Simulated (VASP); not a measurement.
# Mn3Ag (Fm-3m) in VASP: settings compared, part 2 of 2

VASP 6.6.1. The steps go on from the part before.

## 3. Single point, r2SCAN, collinear spin, ferromagnetic start

Input file POSCAR:

```
Mn3Ag
1.0
    0.0000000000      3.1142110438      3.1142110438
    3.1142110438      0.0000000000      3.1142110438
    3.1142110438      3.1142110438      0.0000000000
Mn Ag
3 1
Direct
    0.2500000000      0.2500000000      0.2500000000
    0.7500000000      0.7500000000      0.7500000000
    0.5000000000      0.5000000000      0.5000000000
    0.0000000000      0.0000000000      0.0000000000
```

Input file INCAR.step1:

```
PREC = Accurate
ENCUT = 520
ISMEAR = 0
SIGMA = 0.1
LREAL = F
LASPH = T
NELM = 150
ISPIN = 2
MAGMOM = 4 4 4 0
LMAXMIX = 4
NBANDS = 37
GGA = PE
ALGO = Normal
EDIFF = 1E-4
LWAVE = T
LCHARG = F
```

Input file INCAR.step2:

```
PREC = Accurate
ENCUT = 520
EDIFF = 1E-6
ISMEAR = 0
SIGMA = 0.1
LREAL = F
LASPH = T
NELM = 150
ALGO = Normal
ISIF = 2
LWAVE = F
LCHARG = F
ISPIN = 2
MAGMOM = 4 4 4 0
LORBIT = 11
LMAXMIX = 4
METAGGA = R2SCAN
LMIXTAU = T
NBANDS = 37
ISTART = 1
```

Input file KPOINTS:

```
Automatic mesh
0
Gamma
  12 12 12
```

Potentials or basis: VASP PAW PBE potentials, release 64 (Mn_pv, Ag).

On the command line:

```console
cat potpaw_PBE.64/Mn_pv/POTCAR potpaw_PBE.64/Ag/POTCAR > POTCAR
cp INCAR.step1 INCAR
mpirun -np 1 vasp_std > vasp.out
cp INCAR.step2 INCAR
mpirun -np 1 vasp_std > vasp.out
```

OUTCAR:

```text
PREC = Accurate
   ENCUT = 520
   EDIFF = 1E-6
   ISMEAR = 0
   LREAL = F
   LASPH = T
   NELM = 150
   ISIF = 2
   ISPIN = 2
   LORBIT = 11
   METAGGA = R2SCAN
   ISTART = 1

 ion  position               nearest neighbor table
   1  0.250  0.250  0.250-   4 2.70   4 2.70   4 2.70   3 2.70   4 2.70   3 2.70   3 2.70   3 2.70
                             2 3.11   2 3.11   2 3.11   2 3.11   2 3.11   2 3.11
   2  0.750  0.750  0.750-   3 2.70   3 2.70   3 2.70   3 2.70   4 2.70   4 2.70   4 2.70   4 2.70
                             1 3.11   1 3.11   1 3.11   1 3.11   1 3.11   1 3.11
   3  0.500  0.500  0.500-   1 2.70   1 2.70   1 2.70   1 2.70   2 2.70   2 2.70   2 2.70   2 2.70
                             4 3.11   4 3.11   4 3.11   4 3.11   4 3.11   4 3.11
   4  0.000  0.000  0.000-   2 2.70   2 2.70   2 2.70   1 2.70   2 2.70   1 2.70   1 2.70   1 2.70
                             3 3.11   3 3.11   3 3.11   3 3.11   3 3.11   3 3.11

  LATTYP: Found a face centered cubic cell.
 ALAT       =     6.2284220876

  Lattice vectors:

 A1 = (   0.0000000000,   3.1142110438,   3.1142110438)
 A2 = (   3.1142110438,   0.0000000000,   3.1142110438)
 A3 = (   3.1142110438,   3.1142110438,   0.0000000000)

Analysis of symmetry for initial positions (statically):
=====================================================================
 Subroutine PRICEL returns:
 Original cell was already a primitive cell.

 Routine SETGRP: Setting up the symmetry group for a
 face centered cubic supercell.

 Subroutine GETGRP returns: Found 48 space group operations
 (whereof 48 operations were pure point group operations)
 out of a pool of 48 trial point group operations.

The static configuration has the point symmetry O_h .

Analysis of symmetry for dynamics (positions and initial velocities):
=====================================================================
 Subroutine PRICEL returns:
 Original cell was already a primitive cell.

 Routine SETGRP: Setting up the symmetry group for a
 face centered cubic supercell.

 Subroutine GETGRP returns: Found 48 space group operations
 (whereof 48 operations were pure point group operations)
 out of a pool of 48 trial point group operations.

The dynamic configuration has the point symmetry O_h .

Analysis of structural, dynamic, and magnetic symmetry:
=====================================================================
 Subroutine PRICEL returns:
 Original cell was already a primitive cell.

 Routine SETGRP: Setting up the symmetry group for a
 face centered cubic supercell.

 Subroutine GETGRP returns: Found 48 space group operations
 (whereof 48 operations were pure point group operations)
 out of a pool of 48 trial point group operations.

The overall configuration has the point symmetry O_h .

 Subroutine INISYM returns: Found 48 space group operations
 (whereof 48 operations are pure point group operations),
 and found     1 'primitive' translations

----------------------------------------------------------------------------------------

                                     Primitive cell

  volume of cell :      60.4052

[... 90 lines left out ...]
   ENCUT  =  520.0 eV  38.22 Ry    6.18 a.u.   8.19  8.19  8.19*2*pi/ulx,y,z
   NELM   =    150;   NELMIN=  2; NELMDL=  0     # of ELM steps
   EDIFF  = 0.1E-05   stopping-criterion for ELM
   LREAL  =      F    real-space projection
   EDIFFG = 0.1E-04   stopping-criterion for IOM
   NSW    =      0    number of steps for IOM
   IBRION =     -1    ionic relax: 0-MD 1-quasi-New 2-CG
   NFREE  =      0    steps in history (QN), initial steepest desc. (CG)
   ISIF   =      2    stress and relaxation
   ISYM   =      2    0-nonsym 1-usesym 2-fastsym
   POTIM  = 0.5000    time-step for ionic-motion
   TEBEG  =    0.0;   TEEND  =   0.0 temperature during run
   PSTRESS=    0.0 pullay stress
   NELECT =      50.0000    total number of electrons
   NUPDOWN=      -1.0000    fix difference up-down
   EMIN   =  10.00;   EMAX   =-10.00  energy-range for DOS
   EFERMI =   0.00;   METHOD = LEGACY
   ISMEAR =     0;   SIGMA  =   0.10  broadening in eV -4-tet -1-fermi 0-gaus
   EFERMI_NEDOS =   21; number of points for ismear=-14 and -15
   IALGO  =     38    algorithm
   IMIX   =      4    mixing-type and parameters
     AMIX     =   0.40;   BMIX     =  1.00
     AMIX_MAG =   1.60;   BMIX_MAG =  1.00
  volume/ion in A,a.u.               =      15.10       101.91
  Fermi-wavevector in a.u.,A,eV,Ry     =   1.537117  2.904729 32.146856  2.362727
  Thomas-Fermi vector in A             =   2.643670
   LORBIT       =     11    0 simple, 1 ext, 2 COOP (PROOUT), +10 PAW based schemes
   METAGGA = R2SCAN    functional components
   LHFCALC =     F    Hartree Fock is set to
   AEXX    =    0.0000 exact exchange contribution
   IVDW    =     0    specifies the selected vdW correction
   LEPSILON=     F    determine dielectric tensor
   LRPA    =     F    only Hartree local field effects (RPA)
 spin polarized calculation
 Gauss-broadening in eV      SIGMA  =   0.10
  energy-cutoff  :      520.00
  volume of cell :       60.41
 maximum number of plane-waves:      1660
 NGX is ok and might be reduce to    36
   NGX = 17   NGY = 17   NGZ = 17

 number of electron      50.0000035 magnetization      12.2000400

 Free energy of the ion-electron system (eV)
  ---------------------------------------------------
  ext. energy  EPLUGINS =         0.00000000
  ---------------------------------------------------
  free energy    TOTEN  =       -64.79224928 eV

  energy without entropy =      -64.77450858  energy(sigma->0) =      -64.78337893

 E-fermi :   8.3964     XC(G=0): -13.3015

 val. band max:        8.3962326680   @ k =   0.4167   0.3333   0.0833
 cond. band min:       8.4045900270   @ k =   0.3333   0.2500   0.0833
 fundamental gap:      0.0083573590
 Fermi energy:         8.3964393154

 spin component 1

 k-point     1 :       0.0000    0.0000    0.0000
  band No.  band energies     occupation
      1     -44.1639      1.00000
      2     -44.1639      1.00000
      3     -44.1637      1.00000
      4     -44.1222      1.00000
      5     -44.1222      1.00000
      6     -44.1221      1.00000
[... 949 lines left out ...]
     36      15.8406      0.00000
     37      17.3571      0.00000

 [... further k-points ...]

 spin component 2

 k-point     1 :       0.0000    0.0000    0.0000
  band No.  band energies     occupation
      1     -38.6924      1.00000
      2     -38.6924      1.00000
      3     -38.6921      1.00000
      4     -38.6229      1.00000
      5     -38.6229      1.00000
      6     -38.6226      1.00000
[... 949 lines left out ...]
     36      17.8866      0.00000
     37      19.1787      0.00000

 [... further k-points ...]

------------------------ aborting loop because EDIFF is reached ----------------------------------------

  FORCE on cell =-STRESS in cart. coord.  units (eV):
  Direction    XX          YY          ZZ          XY          YZ          ZX
  --------------------------------------------------------------------------------------
  -------------------------------------------------------------------------------------
  Total        3.3889580      3.3889580      3.3889580      0.0000000      0.0000000     -0.0000000
  in kB       89.8881929     89.8881929     89.8881929      0.0000000      0.0000000     -0.0000000
  external PRESSURE =      89.8881929 kB  Pullay stress =       0.0000000 kB

 VOLUME and BASIS-vectors are now :
 -----------------------------------------------------------------------------
  energy-cutoff  :      520.00
  volume of cell :       60.41
      direct lattice vectors                 reciprocal lattice vectors
     0.000000000  3.114211044  3.114211044    -0.160554308  0.160554308  0.160554308
     3.114211044  0.000000000  3.114211044     0.160554308 -0.160554308  0.160554308
     3.114211044  3.114211044  0.000000000     0.160554308  0.160554308 -0.160554308

 POSITION                                       TOTAL-FORCE (eV/Angst)
 -----------------------------------------------------------------------------------
      1.55711      1.55711      1.55711         0.000000      0.000000      0.000000
      4.67132      4.67132      4.67132        -0.000000     -0.000000     -0.000000
      3.11421      3.11421      3.11421        -0.000000     -0.000000      0.000000
      0.00000      0.00000      0.00000        -0.000000     -0.000000      0.000000
 -----------------------------------------------------------------------------------
    total drift:                                0.000000      0.000000      0.000000

  FREE ENERGIE OF THE ION-ELECTRON SYSTEM (eV)
  ---------------------------------------------------
  free  energy   TOTEN  =       -64.7922492819 eV

  energy  without entropy=      -64.7745085830  energy(sigma->0) =      -64.78337893

 total charge

# of ion       s       p       d       tot
------------------------------------------
    1        0.342   6.241   4.933  11.516
    2        0.342   6.241   4.933  11.516
    3        0.372   6.231   4.940  11.543
    4        0.542   0.546   9.006  10.094
--------------------------------------------------
tot          1.598  19.260  23.812  44.669

 magnetization (x)

# of ion       s       p       d       tot
------------------------------------------
    1        0.014   0.014   3.928   3.956
    2        0.014   0.014   3.928   3.956
    3       -0.001   0.035   3.908   3.942
    4       -0.049  -0.126   0.207   0.032
--------------------------------------------------
tot         -0.021  -0.063  11.971  11.887
```

Wall time 29 min (1 thread of Intel Xeon 8259CL, shared host); peak memory 0.42 GiB.

What came out:

```yaml
Free_energy: -64.7922 eV
Pressure: 9.0 GPa
Net_moment: 12.20 μB per cell
Site_moments: Mn +3.96, +3.94 (each value once); Ag +0.03 μB
Valence_electrons_inside_the_program's_atomic_spheres: Mn 11.52, 11.54 (each value once); Ag 10.09
```

Caveat: the cell stands under pressure; the PAW data sets were made with another functional, which shifts forces and pressure a little.
